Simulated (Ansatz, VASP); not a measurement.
## InAs in VASP and in Ansatz

POSCAR

```
InAs
1.0
    0.0000000000      2.7231890937      2.7231890937
    2.7231890937      0.0000000000      2.7231890937
    2.7231890937      2.7231890937      0.0000000000
In As
1 1
Direct
    0.0000000000      0.0000000000      0.0000000000
    0.5000000000      0.5000000000      0.5000000000
```

File INCAR.step1:

```
SYSTEM = InAs
ALGO = Normal
EDIFF = 1E-5
ENCUT = 550
GGA = PE
GGA_COMPAT = .FALSE.
ISMEAR = -1
LASPH = .TRUE.
LCHARG = .FALSE.
LREAL = .FALSE.
LWAVE = .TRUE.
NBANDS = 16
NELM = 120
PREC = Accurate
SIGMA = 0.05
```

The input INCAR.step2:

```
SYSTEM = InAs
ALGO = Normal
EDIFF = 1E-6
ENCUT = 550
GGA_COMPAT = .FALSE.
ISIF = 2
ISMEAR = -1
ISTART = 1
LASPH = .TRUE.
LCHARG = .FALSE.
LMIXTAU = .TRUE.
LREAL = .FALSE.
LWAVE = .FALSE.
METAGGA = R2SCAN
NBANDS = 16
NELM = 120
PREC = Accurate
SIGMA = 0.05
```

The input KPOINTS:

```
k-points
0
G
  13 13 13
  0 0 0
```

Input for Ansatz:

```yaml
crystal:
  lattice:
    - [0.0, 2.7231890937, 2.7231890937]
    - [2.7231890937, 0.0, 2.7231890937]
    - [2.7231890937, 2.7231890937, 0.0]
  atoms:
    - { symbol: In, position: [0.0, 0.0, 0.0] }
    - { symbol: As, position: [0.5, 0.5, 0.5] }
kpoints:
  mp_grid: { grid: [13, 13, 13] }
scf:
  occupations: { method: fermi_dirac, width: 0.05 }
hamiltonian:
  xc: r2scan
  pseudopotentials: { kind: paw }
output:
  forces: true
  stress: true
  eigenvalues: true
  populations: true
  write_density: true
  write_potential: true
  elf: true
  volumetric_format: npy
```

Change from the starting cell: volume scaled by 0.88, PAW files.

Alike in both runs: task single point; functional r2SCAN; k mesh 13 × 13 × 13; occupations fermi-dirac, width 0.05 eV; no spin polarisation.

|  | VASP | Ansatz |
| --- | --- | --- |
| version | VASP 6.6.1 | Ansatz 0.2.0 |
| potentials or method | VASP PAW PBE potentials, release 64 (In_d, As) | PAW with Ansatz's default frozen-core files, scalar-relativistic |
| plane-wave cutoff (eV) | 550 | 500 |
| valence electrons in the cell | 18 | 28 |

Ansatz gave:

```
pressure (GPa) : 12.5
```

**Question.** Which values does VASP return?

**Answer.** Pressure (GPa): 12.8.

VASP's potentials were made for PBE, not for r2SCAN. With one functional, cell and mesh, what is left measures potentials, basis and numerics. VASP's potentials hold 18 valence electrons a cell and Ansatz's 28, so a difference there can come from the potentials and not from the codes.
